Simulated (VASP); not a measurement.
# Si4Hg (Im-3m) in VASP: further runs

The runs below take Si4Hg through single point, relaxation of cell and atoms, with PBE.

All numbers are computed with VASP 6.6.1; they aren't measurements. Logs are shortened: lines on timing, memory, paths and dates and some standing lists are left out, and cuts for length are marked.

**1. The cell of the first run**

The structure is cubic, space group Im-3m (No. 229). The conventional cell has a = 6.054 Å, b = 6.054 Å, c = 6.054 Å, α = 90.00°, β = 90.00°, γ = 90.00°. Within 3.5 Å of Si (site symmetry -3m) lie 2 Hg at 2.62 Å and 6 Si at 3.03 Å. Hg (site symmetry m-3m) has 8 Si at 2.62 Å within 3.5 Å.

**2. Single point, PBE**

The input, INCAR:

```
SYSTEM = Si4Hg
PREC = Accurate
ENCUT = 520
EDIFF = 1E-6
ISMEAR = 0
SIGMA = 0.1
LREAL = .False.
LASPH = .True.
NELM = 100
ALGO = Normal
ISIF = 2
LWAVE = .False.
LCHARG = .True.
GGA = PE
LELF = .True.
LVHAR = .True.
NBANDS = 22
```

The input, KPOINTS:

```
regular mesh
0
Gamma
  10 10 10
  0 0 0
```

The input, POSCAR:

```
Si4Hg
1.0
   -3.0271395568      3.0271395568      3.0271395568
    3.0271395568     -3.0271395568      3.0271395568
    3.0271395568      3.0271395568     -3.0271395568
Si Hg
4 1
Direct
    0.5000000000      0.5000000000      0.5000000000
    0.0000000000      0.0000000000      0.5000000000
    0.0000000000      0.5000000000      0.0000000000
    0.5000000000      0.0000000000      0.0000000000
    0.0000000000      0.0000000000      0.0000000000
```

Potentials or basis: VASP PAW PBE potentials, release 64 (Si, Hg).

The run is started by

```
> cat potpaw_PBE.64/Si/POTCAR potpaw_PBE.64/Hg/POTCAR > POTCAR
> mpirun -np 1 vasp_std > vasp.out
```

OUTCAR:

```text
SYSTEM = Si4Hg
   PREC = Accurate
   ENCUT = 520
   EDIFF = 1E-6
   ISMEAR = 0
   LREAL = .False.
   LASPH = .True.
   NELM = 100
   ISIF = 2
   GGA = PE

 ion  position               nearest neighbor table
   1  0.500  0.500  0.500-   5 2.62   5 2.62   4 3.03   2 3.03   4 3.03   3 3.03   2 3.03   3 3.03

   2  0.000  0.000  0.500-   5 2.62   5 2.62   4 3.03   1 3.03   3 3.03   3 3.03   4 3.03   1 3.03

   3  0.000  0.500  0.000-   5 2.62   5 2.62   4 3.03   1 3.03   2 3.03   2 3.03   1 3.03   4 3.03

   4  0.500  0.000  0.000-   5 2.62   5 2.62   3 3.03   1 3.03   1 3.03   2 3.03   2 3.03   3 3.03

   5  0.000  0.000  0.000-   1 2.62   2 2.62   3 2.62   4 2.62   2 2.62   3 2.62   4 2.62   1 2.62

  LATTYP: Found a body centered cubic cell.
 ALAT       =     6.0542791136

  Lattice vectors:

 A1 = (  -3.0271395568,   3.0271395568,   3.0271395568)
 A2 = (   3.0271395568,  -3.0271395568,   3.0271395568)
 A3 = (   3.0271395568,   3.0271395568,  -3.0271395568)

Analysis of symmetry for initial positions (statically):
=====================================================================
 Subroutine PRICEL returns:
 Original cell was already a primitive cell.

 Routine SETGRP: Setting up the symmetry group for a
 body centered cubic supercell.

 Subroutine GETGRP returns: Found 48 space group operations
 (whereof 48 operations were pure point group operations)
 out of a pool of 48 trial point group operations.

The static configuration has the point symmetry O_h .

Analysis of symmetry for dynamics (positions and initial velocities):
=====================================================================
 Subroutine PRICEL returns:
 Original cell was already a primitive cell.

 Routine SETGRP: Setting up the symmetry group for a
 body centered cubic supercell.

 Subroutine GETGRP returns: Found 48 space group operations
 (whereof 48 operations were pure point group operations)
 out of a pool of 48 trial point group operations.

The dynamic configuration has the point symmetry O_h .

 Subroutine INISYM returns: Found 48 space group operations
 (whereof 48 operations are pure point group operations),
 and found     1 'primitive' translations

----------------------------------------------------------------------------------------

                                     Primitive cell

  volume of cell :     110.9577

  direct lattice vectors                    reciprocal lattice vectors
    -3.027139557  3.027139557  3.027139557     0.000000000  0.165172431  0.165172431
     3.027139557 -3.027139557  3.027139557     0.165172431  0.000000000  0.165172431
     3.027139557  3.027139557 -3.027139557     0.165172431  0.165172431  0.000000000

  length of vectors
     5.243159514  5.243159514  5.243159514     0.233589092  0.233589092  0.233589092

  position of ions in fractional coordinates (direct lattice)
     0.500000000  0.500000000  0.500000000
     0.000000000  0.000000000  0.500000000
     0.000000000  0.500000000  0.000000000
     0.500000000  0.000000000  0.000000000
     0.000000000  0.000000000  0.000000000

  ion indices of the primitive-cell ions
   primitive index   ion index
                 1           1
                 2           2
                 3           3
                 4           4
                 5           5

----------------------------------------------------------------------------------------

 KPOINTS: regular mesh

Automatic generation of k-mesh.
 Grid dimensions read from file:
 generate k-points for:   10   10   10

 Generating k-lattice:

  Cartesian coordinates                     Fractional coordinates (reciprocal lattice)
     0.000000000  0.016517243  0.016517243     0.100000000  0.000000000  0.000000000
     0.016517243  0.000000000  0.016517243     0.000000000  0.100000000  0.000000000
     0.016517243  0.016517243  0.000000000     0.000000000  0.000000000  0.100000000

  Length of vectors
     0.023358909  0.023358909  0.023358909

  Shift w.r.t. Gamma in fractional coordinates (k-lattice)
     0.000000000  0.000000000  0.000000000

 Subroutine IBZKPT returns following result:
 ===========================================

 Found     47 irreducible k-points:

 Following reciprocal coordinates:
            Coordinates               Weight
  0.000000  0.000000  0.000000      1.000000
  0.100000  0.000000  0.000000     12.000000
  0.200000  0.000000  0.000000     12.000000
  0.300000  0.000000  0.000000     12.000000
  0.400000  0.000000  0.000000     12.000000
  0.500000  0.000000  0.000000      6.000000
[... 16 lines left out ...]
  0.300000  0.300000  0.100000      8.000000
 -0.300000  0.300000  0.100000     24.000000
 [... further k-points ...]
   k-points           NKPTS =     47   k-points in BZ     NKDIM =     47   number of bands    NBANDS=     22
   number of dos      NEDOS =    301   number of ions     NIONS =      5
   total plane-waves  NPLWV =  64000
   dimension x,y,z NGX =    40 NGY =   40 NGZ =   40
   dimension x,y,z NGXF=    80 NGYF=   80 NGZF=   80
   ions per type =               4   1
   NGX,Y,Z   is equivalent  to a cutoff of  12.68, 12.68, 12.68 a.u.
   NGXF,Y,Z  is equivalent  to a cutoff of  25.37, 25.37, 25.37 a.u.
 SYSTEM =  Si4Hg
   PREC   = accura    normal or accurate (medium, high low for compatibility)
   ISTART =      0    job   : 0-new  1-cont  2-samecut
   ICHARG =      2    charge: 1-file 2-atom 10-const
   ISPIN  =      1    spin polarized calculation?
   LNONCOLLINEAR =      F non collinear calculations
   LSORBIT =      F    spin-orbit coupling
   LASPH  =      T    aspherical Exc in radial PAW
   ENCUT  =  520.0 eV  38.22 Ry    6.18 a.u.   9.75  9.75  9.75*2*pi/ulx,y,z
   NELM   =    100;   NELMIN=  2; NELMDL= -5     # of ELM steps
   EDIFF  = 0.1E-05   stopping-criterion for ELM
   LREAL  =      F    real-space projection
   EDIFFG = 0.1E-04   stopping-criterion for IOM
   NSW    =      0    number of steps for IOM
   IBRION =     -1    ionic relax: 0-MD 1-quasi-New 2-CG
   NFREE  =      0    steps in history (QN), initial steepest desc. (CG)
   ISIF   =      2    stress and relaxation
   ISYM   =      2    0-nonsym 1-usesym 2-fastsym
   POTIM  = 0.5000    time-step for ionic-motion
   TEBEG  =    0.0;   TEEND  =   0.0 temperature during run
   PSTRESS=    0.0 pullay stress
   NELECT =      28.0000    total number of electrons
   NUPDOWN=      -1.0000    fix difference up-down
   EMIN   =  10.00;   EMAX   =-10.00  energy-range for DOS
   EFERMI =   0.00;   METHOD = LEGACY
   ISMEAR =     0;   SIGMA  =   0.10  broadening in eV -4-tet -1-fermi 0-gaus
   EFERMI_NEDOS =   21; number of points for ismear=-14 and -15
   IALGO  =     38    algorithm
   IMIX   =      4    mixing-type and parameters
     AMIX     =   0.40;   BMIX     =  1.00
     AMIX_MAG =   1.60;   BMIX_MAG =  1.00
  volume/ion in A,a.u.               =      22.19       149.76
  Fermi-wavevector in a.u.,A,eV,Ry     =   1.034527  1.954972 14.561576  1.070246
  Thomas-Fermi vector in A             =   2.168826
   LORBIT       =      0    0 simple, 1 ext, 2 COOP (PROOUT), +10 PAW based schemes
   GGA     = PE    functional components
   LHFCALC =     F    Hartree Fock is set to
   AEXX    =    0.0000 exact exchange contribution
   IVDW    =     0    specifies the selected vdW correction
   LEPSILON=     F    determine dielectric tensor
   LRPA    =     F    only Hartree local field effects (RPA)
 non-spin polarized calculation
 Gauss-broadening in eV      SIGMA  =   0.10
  energy-cutoff  :      520.00
  volume of cell :      110.96
 maximum number of plane-waves:      3043
   NGX = 19   NGY = 19   NGZ = 19

 number of electron      27.9999997 magnetization

 Free energy of the ion-electron system (eV)
  ---------------------------------------------------
  ext. energy  EPLUGINS =         0.00000000
  ---------------------------------------------------
  free energy    TOTEN  =       -16.16552956 eV

  energy without entropy =      -16.15104575  energy(sigma->0) =      -16.15828766

 E-fermi :   4.8425     XC(G=0):  -9.6534

 val. band max:        4.8417046861   @ k =   0.2000   0.2000   0.0000
 cond. band min:       4.8510548373   @ k =  -0.4000   0.4000   0.1000
 fundamental gap:      0.0093501512
 Fermi energy:         4.8425448947

 k-point     1 :       0.0000    0.0000    0.0000
  band No.  band energies     occupation
      1      -6.6253      2.00000
      2      -4.4566      2.00000
      3      -4.4566      2.00000
      4      -4.4566      2.00000
      5      -3.4207      2.00000
      6      -3.4207      2.00000
[... 14 lines left out ...]
     21       8.4814      0.00000
     22      10.6932      0.00000

 k-point     2 :       0.1000    0.0000    0.0000
  band No.  band energies     occupation
      1      -6.5516      2.00000
      2      -4.4670      2.00000
      3      -4.4544      2.00000
      4      -4.4214      2.00000
      5      -3.4272      2.00000
      6      -3.4242      2.00000
[... 14 lines left out ...]
     21       8.5484      0.00000
     22      10.5525      0.00000

 k-point     3 :       0.2000    0.0000    0.0000
  band No.  band energies     occupation
      1      -6.3362      2.00000
      2      -4.4943      2.00000
      3      -4.4446      2.00000
      4      -4.3211      2.00000
      5      -3.4434      2.00000
      6      -3.4334      2.00000
[... 14 lines left out ...]
     21       8.8383      0.00000
     22      10.0731      0.00000
[... 476 lines left out ...]
 k-point    23 :       0.3000    0.3000    0.1000
  band No.  band energies     occupation
      1      -5.0862      2.00000
      2      -4.4628      2.00000
      3      -4.4628      2.00000
      4      -4.3514      2.00000
      5      -3.4629      2.00000
      6      -3.4629      2.00000
[... 14 lines left out ...]
     21       7.1376      0.00000
     22      11.0618      0.00000

 k-point    24 :      -0.3000    0.3000    0.1000
  band No.  band energies     occupation
      1      -5.9266      2.00000
      2      -4.4985      2.00000
      3      -4.4029      2.00000
      4      -4.1785      2.00000
      5      -3.4758      2.00000
      6      -3.4510      2.00000
[... 14 lines left out ...]
     21       9.4515      0.00000
     22      10.1316      0.00000

 [... further k-points ...]

------------------------ aborting loop because EDIFF is reached ----------------------------------------

  FORCE on cell =-STRESS in cart. coord.  units (eV):
  Direction    XX          YY          ZZ          XY          YZ          ZX
  --------------------------------------------------------------------------------------
  -------------------------------------------------------------------------------------
  Total        0.1671948      0.1671948      0.1671948      0.0000000      0.0000000     -0.0000000
  in kB        2.4142153      2.4142153      2.4142153      0.0000000      0.0000000     -0.0000000
  external PRESSURE =       2.4142153 kB  Pullay stress =       0.0000000 kB

 VOLUME and BASIS-vectors are now :
 -----------------------------------------------------------------------------
  energy-cutoff  :      520.00
  volume of cell :      110.96
      direct lattice vectors                 reciprocal lattice vectors
    -3.027139557  3.027139557  3.027139557     0.000000000  0.165172431  0.165172431
     3.027139557 -3.027139557  3.027139557     0.165172431  0.000000000  0.165172431
     3.027139557  3.027139557 -3.027139557     0.165172431  0.165172431  0.000000000

 POSITION                                       TOTAL-FORCE (eV/Angst)
 -----------------------------------------------------------------------------------
      1.51357      1.51357      1.51357        -0.000000     -0.000000     -0.000000
      1.51357      1.51357     -1.51357         0.000000      0.000000      0.000000
      1.51357     -1.51357      1.51357        -0.000000     -0.000000     -0.000000
     -1.51357      1.51357      1.51357         0.000000      0.000000     -0.000000
      0.00000      0.00000      0.00000        -0.000000     -0.000000      0.000000
 -----------------------------------------------------------------------------------
    total drift:                                0.000000     -0.000000      0.000000

  FREE ENERGIE OF THE ION-ELECTRON SYSTEM (eV)
  ---------------------------------------------------
  free  energy   TOTEN  =       -16.1655295631 eV

  energy  without entropy=      -16.1510457474  energy(sigma->0) =      -16.15828766
```

Wall time 46 s (1 thread of Intel Xeon 6975P-C (Granite Rapids), shared host); peak memory 0.29 GiB.

Results:

```yaml
Free_energy: -16.1655 eV
Pressure: 0.2 GPa
Band_gap_on_the_k_mesh: zero (band 14 reaches 5.47 eV, above the bottom of band 15 at 2.75 eV)
```

Levels at points of the mesh, in eV from the Fermi level:
```
           k point  band 10  band 11  band 12  band 13  band 14  band 15  band 16  band 17  band 18  band 19
(0.00, 0.00, 0.00)    -3.74    -3.74    -3.74    -2.09    -2.09    -2.09    -1.89     3.01     3.01     3.64
(0.50, 0.00, 0.00)    -3.73    -3.53    -1.12    -0.33     0.11     0.13     1.28     1.41     2.31     2.62
(0.50, 0.50, 0.50)    -3.54    -3.54    -2.57     0.41     0.41     0.41     3.64     3.64     3.64     5.78
```

Caveat: spin-orbit coupling is left out, which moves the levels of the heavy elements.

**3. Relaxation of cell and atoms, PBE**

This run uses another cell than the first one, of 22.01 Å³/atom, 0.992 times its volume.

The input, INCAR:

```
SYSTEM = Si4Hg
PREC = Accurate
ENCUT = 600
EDIFF = 1E-7
ISMEAR = 0
SIGMA = 0.1
LREAL = .FALSE.
LASPH = .TRUE.
NELM = 100
ALGO = Normal
ISIF = 3
LWAVE = .FALSE.
LCHARG = .FALSE.
GGA = PE
IBRION = 2
NSW = 100
EDIFFG = -0.01
```

The input, KPOINTS:

```
Automatic mesh
0
G
  10 10 10
  0 0 0
```

Edit POSCAR of step 2 so:

```diff
@@ -2,5 +2,5 @@
 1.0
-   -3.0271395568      3.0271395568      3.0271395568
-    3.0271395568     -3.0271395568      3.0271395568
-    3.0271395568      3.0271395568     -3.0271395568
+   -3.0187058282      3.0187058282      3.0187058282
+    3.0187058282     -3.0187058282      3.0187058282
+    3.0187058282      3.0187058282     -3.0187058282
 Si Hg
```

Potentials or basis: VASP PAW PBE potentials, release 64 (Si, Hg).

The run is started by

```
> cat potpaw_PBE.64/Si/POTCAR potpaw_PBE.64/Hg/POTCAR > POTCAR
> mpirun -np 1 vasp_std > vasp.out
```

Wall time 2.2 min (1 thread of Intel Xeon 6975P-C (Granite Rapids), shared host); peak memory 0.34 GiB.

The run converged. Its results:

* Free energy: -16.1661 eV
* Relaxed volume: 22.29 Å³/atom
* Relaxed cell: a = 5.251 Å, b = 5.251 Å, c = 5.251 Å, α = 109.47°, β = 109.47°, γ = 109.47°
* Space group after relaxing (to 0.05 Å): Im-3m (No. 229)
* Energy gained by relaxing: 0.7 meV/atom
* Ionic steps: 3
* Pressure after relaxing: 0.0 GPa
* Band gap on the k mesh: zero (band 14 reaches 5.42 eV, above the bottom of band 15 at 2.72 eV)

Step by step:
```csv
step,energy change (eV),largest force (eV/Å),pressure (GPa),volume (Å³)
1,0.0000,0.0000,0.77,110.03
2,-0.0032,0.0000,-0.14,111.73
3,-0.0034,0.0000,0.01,111.45
```

Final structure:
```xyz
5
Lattice="-3.0316 3.0316 3.0316 3.0316 -3.0316 3.0316 3.0316 3.0316 -3.0316" Properties=species:S:1:pos:R:3 pbc="T T T"
Si    1.5158    1.5158    1.5158
Si    1.5158    1.5158   -1.5158
Si    1.5158   -1.5158    1.5158
Si   -1.5158    1.5158    1.5158
Hg    0.0000    0.0000    0.0000
```

Levels at points of the mesh, in eV from the Fermi level:
```
           k point  band 10  band 11  band 12  band 13  band 14  band 15  band 16  band 17  band 18
(0.00, 0.00, 0.00)    -3.72    -3.72    -3.72    -2.08    -2.08    -2.08    -1.88     3.02     3.02
(0.50, 0.00, 0.00)    -3.71    -3.52    -1.11    -0.33     0.12     0.13     1.26     1.42     2.30
(0.50, 0.50, 0.50)    -3.53    -3.53    -2.60     0.41     0.41     0.41     3.65     3.65     3.65
```

Caveat: spin-orbit coupling is left out, which moves the levels of the heavy elements.

(Part 1 of 2 ends here.)
